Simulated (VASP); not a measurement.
Runs of VASP 6.6.1 on Rb. The structure is that of space group P6_3/mmc (No. 194), or close to it. The cells are those of the table. This isn't the form of Rb at room conditions, which is bcc.

```tsv
cell	gap on the mesh (eV)	pressure (GPa)
a = 5.292, b = 5.292, c = 8.239 Å, angles 90.0, 90.0, 120.0°, 2 atoms	none	-0.1
a = 5.190, b = 5.190, c = 8.399 Å, angles 90.0, 90.0, 120.0°, 2 atoms	none	-0.1
a = 5.292, b = 5.292, c = 8.302 Å, angles 90.0, 90.0, 120.0°, 2 atoms	none	-0.1
a = 5.190, b = 5.190, c = 8.341 Å, angles 90.0, 90.0, 120.0°, 2 atoms	none	0.0
a = 5.393, b = 5.393, c = 8.138 Å, angles 90.0, 90.0, 120.0°, 2 atoms	none	(a)
```

Alike in all rows: task single point; level r2SCAN; potentials or basis VASP PAW PBE potentials, release 64 (Rb_sv); no spin polarisation; k mesh 9 × 9 × 6; cutoff (eV) 520; smearing gaussian 0.1 eV.

Question: Estimate the missing entries.

Answer: (a) -0.2.

Caveats: the PAW data sets were made with another functional, which shifts forces and pressure a little.

A k mesh can miss the band edges, and the runs leave out spin-orbit coupling on Rb.

A gap of «none» marks levels without a gap at the run's occupations.
